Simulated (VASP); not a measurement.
# Pb (Fm-3m) in VASP: single point with LDA

Aim: the single point of Pb with LDA.

Everything below comes from runs of VASP 6.6.1. Logs are shortened: lines on timing, memory, paths and dates and some standing lists are left out, and cuts for length are marked.

## Step 1: The cell of the first run

Symmetry: Fm-3m, No. 225, cubic system. Conventional cell: a = 4.879 Å, b = 4.879 Å, c = 4.879 Å, α = 90.00°, β = 90.00°, γ = 90.00°. Pb (site symmetry m-3m) has 12 Pb at 3.45 Å within 4.5 Å.

## Step 2: Single point, LDA

The input, INCAR:

```
SYSTEM = Pb
  PREC = Accurate
  ENCUT = 520
  EDIFF = 1E-6
  ISMEAR = -1
  SIGMA = 0.05
  LREAL = .FALSE.
  LASPH = .TRUE.
  NELM = 80
  ALGO = Normal
  ISIF = 2
  LWAVE = .FALSE.
  LCHARG = .FALSE.
  GGA = CA
  NBANDS = 13
```

The input, KPOINTS:

```
regular mesh
0
G
  16 16 16
  0 0 0
```

The input, POSCAR:

```
Pb
1.0
    0.0000000000      2.4396502462      2.4396502462
    2.4396502462      0.0000000000      2.4396502462
    2.4396502462      2.4396502462      0.0000000000
Pb
1
Direct
    0.0000000000      0.0000000000      0.0000000000
```

Potentials or basis: VASP PAW LDA potentials, release 64 (Pb_d).

Command:

```sh
cat potpaw_LDA.64/Pb_d/POTCAR > POTCAR
mpirun -np 1 vasp_std > vasp.out
```

OUTCAR:

```text
SYSTEM = Pb
   PREC = Accurate
   ENCUT = 520
   EDIFF = 1E-6
   ISMEAR = -1
   LREAL = .FALSE.
   LASPH = .TRUE.
   NELM = 80
   ISIF = 2
   GGA = CA

 ion  position               nearest neighbor table
   1  0.000  0.000  0.000-

  LATTYP: Found a face centered cubic cell.
 ALAT       =     4.8793004924

  Lattice vectors:

 A1 = (   0.0000000000,   2.4396502462,   2.4396502462)
 A2 = (   2.4396502462,   0.0000000000,   2.4396502462)
 A3 = (   2.4396502462,   2.4396502462,   0.0000000000)

Analysis of symmetry for initial positions (statically):
=====================================================================
 Subroutine PRICEL returns:
 Original cell was already a primitive cell.

 Routine SETGRP: Setting up the symmetry group for a
 face centered cubic supercell.

 Subroutine GETGRP returns: Found 48 space group operations
 (whereof 48 operations were pure point group operations)
 out of a pool of 48 trial point group operations.

The static configuration has the point symmetry O_h .

Analysis of symmetry for dynamics (positions and initial velocities):
=====================================================================
 Subroutine PRICEL returns:
 Original cell was already a primitive cell.

 Routine SETGRP: Setting up the symmetry group for a
 face centered cubic supercell.

 Subroutine GETGRP returns: Found 48 space group operations
 (whereof 48 operations were pure point group operations)
 out of a pool of 48 trial point group operations.

The dynamic configuration has the point symmetry O_h .

 Subroutine INISYM returns: Found 48 space group operations
 (whereof 48 operations are pure point group operations),
 and found     1 'primitive' translations

----------------------------------------------------------------------------------------

                                     Primitive cell

  volume of cell :      29.0411

  direct lattice vectors                    reciprocal lattice vectors
     0.000000000  2.439650246  2.439650246    -0.204947410  0.204947410  0.204947410
     2.439650246  0.000000000  2.439650246     0.204947410 -0.204947410  0.204947410
     2.439650246  2.439650246  0.000000000     0.204947410  0.204947410 -0.204947410

  length of vectors
     3.450186466  3.450186466  3.450186466     0.354979328  0.354979328  0.354979328

  position of ions in fractional coordinates (direct lattice)
     0.000000000  0.000000000  0.000000000

  ion indices of the primitive-cell ions
   primitive index   ion index
                 1           1

----------------------------------------------------------------------------------------

 KPOINTS: regular mesh

Automatic generation of k-mesh.
 Grid dimensions read from file:
 generate k-points for:   16   16   16

 Generating k-lattice:

  Cartesian coordinates                     Fractional coordinates (reciprocal lattice)
    -0.012809213  0.012809213  0.012809213     0.062500000  0.000000000  0.000000000
     0.012809213 -0.012809213  0.012809213     0.000000000  0.062500000  0.000000000
     0.012809213  0.012809213 -0.012809213     0.000000000  0.000000000  0.062500000

  Length of vectors
     0.022186208  0.022186208  0.022186208

  Shift w.r.t. Gamma in fractional coordinates (k-lattice)
     0.000000000  0.000000000  0.000000000

 Subroutine IBZKPT returns following result:
 ===========================================

 Found    145 irreducible k-points:

 Following reciprocal coordinates:
            Coordinates               Weight
  0.000000  0.000000  0.000000      1.000000
  0.062500  0.000000  0.000000      8.000000
  0.125000  0.000000  0.000000      8.000000
  0.187500  0.000000  0.000000      8.000000
  0.250000  0.000000  0.000000      8.000000
  0.312500  0.000000  0.000000      8.000000
[... 16 lines left out ...]
 -0.125000  0.062500  0.000000     24.000000
 -0.062500  0.062500  0.000000     12.000000
 [... further k-points ...]
   k-points           NKPTS =    145   k-points in BZ     NKDIM =    145   number of bands    NBANDS=     13
   number of dos      NEDOS =    301   number of ions     NIONS =      1
   total plane-waves  NPLWV =  21952
   dimension x,y,z NGX =    28 NGY =   28 NGZ =   28
   dimension x,y,z NGXF=    56 NGYF=   56 NGZF=   56
   ions per type =               1
   NGX,Y,Z   is equivalent  to a cutoff of  13.49, 13.49, 13.49 a.u.
   NGXF,Y,Z  is equivalent  to a cutoff of  26.98, 26.98, 26.98 a.u.
 SYSTEM =  Pb
   PREC   = accura    normal or accurate (medium, high low for compatibility)
   ISTART =      0    job   : 0-new  1-cont  2-samecut
   ICHARG =      2    charge: 1-file 2-atom 10-const
   ISPIN  =      1    spin polarized calculation?
   LNONCOLLINEAR =      F non collinear calculations
   LSORBIT =      F    spin-orbit coupling
   LASPH  =      T    aspherical Exc in radial PAW
   ENCUT  =  520.0 eV  38.22 Ry    6.18 a.u.   6.42  6.42  6.42*2*pi/ulx,y,z
   NELM   =     80;   NELMIN=  2; NELMDL= -5     # of ELM steps
   EDIFF  = 0.1E-05   stopping-criterion for ELM
   LREAL  =      F    real-space projection
   EDIFFG = 0.1E-04   stopping-criterion for IOM
   NSW    =      0    number of steps for IOM
   IBRION =     -1    ionic relax: 0-MD 1-quasi-New 2-CG
   NFREE  =      0    steps in history (QN), initial steepest desc. (CG)
   ISIF   =      2    stress and relaxation
   ISYM   =      2    0-nonsym 1-usesym 2-fastsym
   POTIM  = 0.5000    time-step for ionic-motion
   TEBEG  =    0.0;   TEEND  =   0.0 temperature during run
   PSTRESS=    0.0 pullay stress
   NELECT =      14.0000    total number of electrons
   NUPDOWN=      -1.0000    fix difference up-down
   EMIN   =  10.00;   EMAX   =-10.00  energy-range for DOS
   EFERMI =   0.00;   METHOD = LEGACY
   ISMEAR =    -1;   SIGMA  =   0.05  broadening in eV -4-tet -1-fermi 0-gaus
   EFERMI_NEDOS =   21; number of points for ismear=-14 and -15
   IALGO  =     38    algorithm
   IMIX   =      4    mixing-type and parameters
     AMIX     =   0.40;   BMIX     =  1.00
     AMIX_MAG =   1.60;   BMIX_MAG =  1.00
  volume/ion in A,a.u.               =      29.04       195.98
  Fermi-wavevector in a.u.,A,eV,Ry     =   1.283650  2.425747 22.419098  1.647757
  Thomas-Fermi vector in A             =   2.415890
   LORBIT       =      0    0 simple, 1 ext, 2 COOP (PROOUT), +10 PAW based schemes
   GGA     = CA    functional components
   LHFCALC =     F    Hartree Fock is set to
   AEXX    =    0.0000 exact exchange contribution
   IVDW    =     0    specifies the selected vdW correction
   LEPSILON=     F    determine dielectric tensor
   LRPA    =     F    only Hartree local field effects (RPA)
 non-spin polarized calculation
  energy-cutoff  :      520.00
  volume of cell :       29.04
 maximum number of plane-waves:       817
 NGX is ok and might be reduce to    28
   NGX = 13   NGY = 13   NGZ = 13

 number of electron      13.9999999 magnetization

 Free energy of the ion-electron system (eV)
  ---------------------------------------------------
  ext. energy  EPLUGINS =         0.00000000
  ---------------------------------------------------
  free energy    TOTEN  =        -4.25791955 eV

  energy without entropy =       -4.25451159  energy(sigma->0) =       -4.25621557

 E-fermi :   7.5583     XC(G=0): -10.6632

 val. band max:        7.5273956859   @ k =  -0.4375   0.3750   0.1875
 cond. band min:       7.6132413137   @ k =  -0.3125   0.3125   0.1250
 fundamental gap:      0.0858456278
 Fermi energy:         7.5582609777

 k-point     1 :       0.0000    0.0000    0.0000
  band No.  band energies     occupation
      1      -9.5396      2.00000
      2      -9.5396      2.00000
      3      -9.5396      2.00000
      4      -9.3768      2.00000
      5      -9.3768      2.00000
      6      -4.5622      2.00000
      7      15.1983      0.00000
      8      15.1983      0.00000
      9      15.1983      0.00000
     10      17.3537      0.00000
     11      19.5277      0.00000
     12      20.3439      0.00000
     13      20.3439      0.00000

 k-point     2 :       0.0625    0.0000    0.0000
  band No.  band energies     occupation
      1      -9.5399      2.00000
      2      -9.5330      2.00000
      3      -9.5330      2.00000
      4      -9.3774      2.00000
      5      -9.3774      2.00000
      6      -4.4837      2.00000
      7      14.2276      0.00000
      8      15.0995      0.00000
      9      15.0995      0.00000
     10      17.1901      0.00000
     11      19.9052      0.00000
     12      20.5173      0.00000
     13      20.5173      0.00000

 k-point     3 :       0.1250    0.0000    0.0000
  band No.  band energies     occupation
      1      -9.5414      2.00000
      2      -9.5168      2.00000
      3      -9.5168      2.00000
      4      -9.3764      2.00000
      5      -9.3764      2.00000
      6      -4.2474      2.00000
      7      12.3260      0.00000
      8      14.8385      0.00000
      9      14.8385      0.00000
     10      16.9922      0.00000
     11      20.4624      0.00000
     12      20.9831      0.00000
     13      20.9834      0.00000
[... 305 lines left out ...]
 k-point    23 :      -0.1250    0.0625    0.0000
  band No.  band energies     occupation
      1      -9.5454      2.00000
      2      -9.5070      2.00000
      3      -9.5016      2.00000
      4      -9.3898      2.00000
      5      -9.3601      2.00000
      6      -4.0636      2.00000
      7      11.6171      0.00000
      8      13.5138      0.00000
      9      15.2297      0.00000
     10      17.2735      0.00000
     11      19.9078      0.00000
     12      20.5622      0.00000
     13      20.5627      0.00000

 k-point    24 :      -0.0625    0.0625    0.0000
  band No.  band energies     occupation
      1      -9.5432      2.00000
      2      -9.5251      2.00000
      3      -9.5180      2.00000
      4      -9.3849      2.00000
      5      -9.3709      2.00000
      6      -4.3526      2.00000
      7      13.3714      0.00000
      8      14.1823      0.00000
      9      15.2924      0.00000
     10      17.1943      0.00000
     11      19.9676      0.00000
     12      20.4221      0.00000
     13      21.1287      0.00000

 [... further k-points ...]
[... 5 lines left out ...]
  --------------------------------------------------------------------------------------
  -------------------------------------------------------------------------------------
  Total        0.0095497      0.0095497      0.0095497     -0.0000000     -0.0000000     -0.0000000
  in kB        0.5268527      0.5268527      0.5268527     -0.0000000     -0.0000000     -0.0000000
  external PRESSURE =       0.5268527 kB  Pullay stress =       0.0000000 kB

 VOLUME and BASIS-vectors are now :
 -----------------------------------------------------------------------------
  energy-cutoff  :      520.00
  volume of cell :       29.04
      direct lattice vectors                 reciprocal lattice vectors
     0.000000000  2.439650246  2.439650246    -0.204947410  0.204947410  0.204947410
     2.439650246  0.000000000  2.439650246     0.204947410 -0.204947410  0.204947410
     2.439650246  2.439650246  0.000000000     0.204947410  0.204947410 -0.204947410

 POSITION                                       TOTAL-FORCE (eV/Angst)
 -----------------------------------------------------------------------------------
      0.00000      0.00000      0.00000         0.000000      0.000000     -0.000000
 -----------------------------------------------------------------------------------
    total drift:                               -0.000000     -0.000000     -0.000000

  FREE ENERGIE OF THE ION-ELECTRON SYSTEM (eV)
  ---------------------------------------------------
  free  energy   TOTEN  =        -4.2579195547 eV

  energy  without entropy=       -4.2545115949  energy(sigma->0) =       -4.25621557
```

Wall time 49 s (1 thread of Intel Xeon Platinum 8259CL at 2.50GHz (Skylake/Cascade Lake), shared host); peak memory 0.17 GiB.

What came out:

| Property | Result |
| --- | --- |
| Free energy | -4.2579 eV |
| Pressure | 0.1 GPa |
| Band gap on the k mesh | zero (band 7 reaches 15.20 eV, above the bottom of band 8 at 5.72 eV) |

Levels at points of the mesh, in eV from the Fermi level:
```tsv
k point	band 4	band 5	band 6	band 7	band 8	band 9	band 10	band 11
(0.00, 0.00, 0.00)	-16.94	-16.94	-12.12	7.64	7.64	7.64	9.80	11.97
(0.50, 0.00, 0.00)	-16.78	-16.78	-8.24	-4.47	5.71	5.71	9.28	9.89
(0.50, 0.50, 0.00)	-16.74	-16.74	-6.73	-3.50	2.01	2.01	5.55	6.81
```

Caveat: spin-orbit coupling is left out, which moves the levels of the heavy elements.
